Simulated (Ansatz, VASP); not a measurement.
## One calculation of MgS, two programs

```
Mg S
1.0
     4.02863    0.00000    0.00000
    -2.01431    3.48889    0.00000
     0.00000    0.00000    6.45439
Mg S
2 2
Cartesian
  0.0000 2.3259 -0.0185
  2.0143 1.1630 3.2087
  0.0000 2.3259 2.4389
  2.0143 1.1630 5.6661
```

Alike in both runs: task single point; functional r2SCAN; k mesh 6 × 6 × 4; no spin polarisation.

|  | VASP | Ansatz |
| --- | --- | --- |
| version | VASP 6.6.1 | Ansatz 0.2.0 |
| potentials or method | VASP PAW PBE potentials, release 64 (Mg, S) | plane waves, PAW |
| plane-wave cutoff (eV) | 520 | 500 |
| occupations | gaussian, width 0.01 eV | fixed |
| valence electrons in the cell | 16 | 32 |

Ansatz gave:

- gap on the k mesh at the Fermi level (eV): 4.15
- pressure (GPa): 0.0

Question: Which values does VASP return?

Answer: gap on the k mesh at the Fermi level (eV): 4.13; pressure (GPa): -0.3.

VASP's potentials were made for PBE, not for r2SCAN. VASP's potentials hold 16 valence electrons a cell and Ansatz's 32, so a difference there can come from the potentials and not from the codes.
